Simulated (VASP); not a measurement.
# Cs2AgBiBr6 (Fm-3m) in VASP: a series of runs, part 3 of 3

VASP 6.6.1.

## Step 5: Single point, PBEsol

This run uses another cell than the first one, of 35.00 Å³/atom.

File INCAR:

```
SYSTEM = Cs2AgBiBr6
PREC     = Accurate       ! precision mode
ENCUT    = 520            ! plane-wave cutoff, eV
EDIFF    = 1E-7           ! SCF threshold, eV
ISMEAR   = -1             ! smearing method
SIGMA    = 0.05           ! smearing width, eV
LREAL    = .False.        ! projectors in reciprocal space
LASPH    = .True.         ! aspherical terms in the spheres
NELM     = 80             ! most SCF steps
ALGO     = Normal         ! electronic algorithm
ISIF     = 2              ! what is computed and relaxed
LWAVE    = .False.        ! write WAVECAR
LCHARG   = .False.        ! write CHGCAR
GGA      = PS             ! functional
NBANDS   = 54             ! bands
```

File KPOINTS:

```
regular mesh
0
Gamma
  4 4 4
  0 0 0
```

File POSCAR:

```
Cs2AgBiBr6
1.0
    0.0000000000      5.5936884961      5.5936884961
    5.5936884961      0.0000000000      5.5936884961
    5.5936884961      5.5936884961      0.0000000000
Bi Cs Ag Br
1 2 1 6
Direct
    0.0000000000      0.0000000000      0.0000000000
    0.7500000000      0.7500000000      0.7500000000
    0.2500000000      0.2500000000      0.2500000000
    0.5000000000      0.5000000000      0.5000000000
    0.7460856993      0.7460856993      0.2539143007
    0.2539143007      0.2539143007      0.7460856993
    0.7460856993      0.2539143007      0.2539143007
    0.7460856993      0.2539143007      0.7460856993
    0.2539143007      0.7460856993      0.7460856993
    0.2539143007      0.7460856993      0.2539143007
```

Potentials or basis: VASP PAW PBE potentials, release 64 (Bi_d, Cs_sv, Ag, Br).

Command:

```sh
$ cat potpaw_PBE.64/Bi_d/POTCAR potpaw_PBE.64/Cs_sv/POTCAR potpaw_PBE.64/Ag/POTCAR potpaw_PBE.64/Br/POTCAR > POTCAR
$ mpirun -np 1 vasp_std > vasp.out
```

OUTCAR:

```text
SYSTEM = Cs2AgBiBr6
   PREC = Accurate
   ENCUT = 520
   EDIFF = 1E-7
   ISMEAR = -1
   LREAL = .False.
   LASPH = .True.
   NELM = 80
   ISIF = 2
   GGA = PS

 ion  position               nearest neighbor table
   1  0.000  0.000  0.000-   5 2.84   6 2.84   7 2.84   8 2.84   9 2.84  10 2.84
   2  0.750  0.750  0.750-
   3  0.250  0.250  0.250-
   4  0.500  0.500  0.500-   5 2.75   6 2.75   7 2.75   8 2.75   9 2.75  10 2.75
   5  0.746  0.746  0.254-   4 2.75   1 2.84
   6  0.254  0.254  0.746-   4 2.75   1 2.84
   7  0.746  0.254  0.254-   4 2.75   1 2.84
   8  0.746  0.254  0.746-   4 2.75   1 2.84
   9  0.254  0.746  0.746-   4 2.75   1 2.84
  10  0.254  0.746  0.254-   4 2.75   1 2.84

  LATTYP: Found a face centered cubic cell.
 ALAT       =    11.1873769922

  Lattice vectors:

 A1 = (   0.0000000000,   5.5936884961,   5.5936884961)
 A2 = (   5.5936884961,   0.0000000000,   5.5936884961)
 A3 = (   5.5936884961,   5.5936884961,   0.0000000000)

Analysis of symmetry for initial positions (statically):
=====================================================================
 Subroutine PRICEL returns:
 Original cell was already a primitive cell.

 Routine SETGRP: Setting up the symmetry group for a
 face centered cubic supercell.

 Subroutine GETGRP returns: Found 48 space group operations
 (whereof 48 operations were pure point group operations)
 out of a pool of 48 trial point group operations.

The static configuration has the point symmetry O_h .

Analysis of symmetry for dynamics (positions and initial velocities):
=====================================================================
 Subroutine PRICEL returns:
 Original cell was already a primitive cell.

[... 128 lines left out ...]
  Fermi-wavevector in a.u.,A,eV,Ry     =   1.025336  1.937603 14.303983  1.051313
  Thomas-Fermi vector in A             =   2.159170
   LORBIT       =      0    0 simple, 1 ext, 2 COOP (PROOUT), +10 PAW based schemes
   GGA     = PS    functional components
   LHFCALC =     F    Hartree Fock is set to
   AEXX    =    0.0000 exact exchange contribution
   IVDW    =     0    specifies the selected vdW correction
   LEPSILON=     F    determine dielectric tensor
   LRPA    =     F    only Hartree local field effects (RPA)
 non-spin polarized calculation
  energy-cutoff  :      520.00
  volume of cell :      350.05
 maximum number of plane-waves:      9453
 NGX is ok and might be reduce to    60
   NGX = 29   NGY = 29   NGZ = 29

 number of electron      86.0000003 magnetization

 Free energy of the ion-electron system (eV)
  ---------------------------------------------------
  ext. energy  EPLUGINS =         0.00000000
  ---------------------------------------------------
  free energy    TOTEN  =       -31.82795358 eV

  energy without entropy =      -31.82795105  energy(sigma->0) =      -31.82795231

 E-fermi :   1.9891     XC(G=0):  -8.4210

 val. band max:        1.4415082832   @ k =   0.5000   0.5000   0.0000
 cond. band min:       2.5393254796   @ k =   0.5000   0.0000   0.0000
 fundamental gap:      1.0978171964
 Fermi energy:         1.9891153423

 k-point     1 :       0.0000    0.0000    0.0000
  band No.  band energies     occupation
      1     -21.6542      2.00000
      2     -21.6542      2.00000
      3     -21.6166      2.00000
      4     -21.6166      2.00000
      5     -21.6166      2.00000
      6     -19.3376      2.00000
[... 445 lines left out ...]
     53       7.3408      0.00000
     54       7.6869      0.00000

------------------------ aborting loop because EDIFF is reached ----------------------------------------

  FORCE on cell =-STRESS in cart. coord.  units (eV):
  Direction    XX          YY          ZZ          XY          YZ          ZX
  --------------------------------------------------------------------------------------
  -------------------------------------------------------------------------------------
  Total        0.0263214      0.0263214      0.0263214      0.0000000      0.0000000      0.0000000
  in kB        0.1204742      0.1204742      0.1204742      0.0000000      0.0000000      0.0000000
  external PRESSURE =       0.1204742 kB  Pullay stress =       0.0000000 kB

 VOLUME and BASIS-vectors are now :
 -----------------------------------------------------------------------------
  energy-cutoff  :      520.00
  volume of cell :      350.05
      direct lattice vectors                 reciprocal lattice vectors
     0.000000000  5.593688496  5.593688496    -0.089386458  0.089386458  0.089386458
     5.593688496  0.000000000  5.593688496     0.089386458 -0.089386458  0.089386458
     5.593688496  5.593688496  0.000000000     0.089386458  0.089386458 -0.089386458

 POSITION                                       TOTAL-FORCE (eV/Angst)
 -----------------------------------------------------------------------------------
      0.00000      0.00000      0.00000         0.000000     -0.000000     -0.000000
      8.39053      8.39053      8.39053        -0.000000     -0.000000     -0.000000
      2.79684      2.79684      2.79684         0.000000     -0.000000      0.000000
      5.59369      5.59369      5.59369         0.000000     -0.000000      0.000000
      5.59369      5.59369      8.34674         0.000000     -0.000000     -0.005913
      5.59369      5.59369      2.84064         0.000000     -0.000000      0.005913
      2.84064      5.59369      5.59369         0.005913     -0.000000      0.000000
      5.59369      8.34674      5.59369         0.000000     -0.005913      0.000000
      8.34674      5.59369      5.59369        -0.005913     -0.000000      0.000000
      5.59369      2.84064      5.59369         0.000000      0.005913      0.000000
 -----------------------------------------------------------------------------------
    total drift:                                0.000000     -0.000000      0.000000

  FREE ENERGIE OF THE ION-ELECTRON SYSTEM (eV)
  ---------------------------------------------------
  free  energy   TOTEN  =       -31.8279535811 eV

  energy  without entropy=      -31.8279510462  energy(sigma->0) =      -31.82795231
```

stdout:

```text
POSCAR found type information on POSCAR BiCsAgBr
 POSCAR found :  4 types and      10 ions
 scaLAPACK will be used
 -----------------------------------------------------------------------------
|                                                                             |
|                                                                             |
|     You enforced a specific xc type in the INCAR file but a different       |
|     I HOPE YOU KNOW WHAT YOU ARE DOING!                                     |
|                                                                             |
 -----------------------------------------------------------------------------

 LDA part: xc-table for (Slater+PW92), standard interpolation
 POSCAR, INCAR and KPOINTS ok, starting setup
 FFT: planning ... GRIDC
 FFT: planning ... GRID_SOFT
 FFT: planning ... GRID
 WAVECAR not read
 entering main loop
```

It took 98 s on 1 thread of Intel Xeon 6975P-C (Granite Rapids), shared host; peak memory 0.58 GiB.

What came out:

* Free energy: -31.8280 eV
* Pressure: 0.0 GPa
* Largest force: 0.006 eV/Å
* Band gap on the k mesh: 1.10 eV (least direct gap 2.33 eV)

Forces in eV/Å, atoms in the order of the input:
```
Bi   0.000  0.000  0.000
Cs   0.000  0.000  0.000
Cs   0.000  0.000  0.000
Ag   0.000  0.000  0.000
Br   0.000  0.000 -0.006
Br   0.000  0.000  0.006
Br   0.006  0.000  0.000
Br   0.000 -0.006  0.000
Br  -0.006  0.000  0.000
Br   0.000  0.006  0.000
```

Caveat: the PAW data sets were made with another functional, which shifts forces and pressure a little; spin-orbit coupling is left out, which moves the levels of the heavy elements. A hybrid or GW would open this gap; PBEsol tends to underestimate it.

## Step 6: Summary

| level | cell | gap on the mesh (eV) | pressure (GPa) | largest force (eV/Å) |
| --- | --- | --- | --- | --- |
| PBEsol+D3(BJ) | a = 7.804 Å, angles 60.0°, 10 atoms, atomic positions A | 1.03 | 0.0 | 0.01 |
| PBEsol+D3(BJ) | a = 7.814 Å, angles 60.0°, 10 atoms, atomic positions B | 1.03 | -0.1 | 0.01 |
| PBEsol+D4 | a = 7.850 Å, angles 60.0°, 10 atoms, atomic positions C | 1.06 | 0.0 | 0.01 |
| PBEsol | a = 7.911 Å, angles 60.0°, 10 atoms, atomic positions D | 1.10 | 0.0 | 0.01 |

Alike in all rows: task single point; potentials or basis VASP PAW PBE potentials, release 64 (Bi_d, Cs_sv, Ag, Br); no spin polarisation; k mesh 4 × 4 × 4; cutoff (eV) 520; smearing fermi-dirac 0.05 eV.

Caveats: the PAW data sets were made with another functional, which shifts forces and pressure a little; spin-orbit coupling is left out, which moves the levels of the heavy elements; three body term missing (at least some runs).

Total energies depend on the potentials used, so only differences within one code and one set of settings carry meaning.
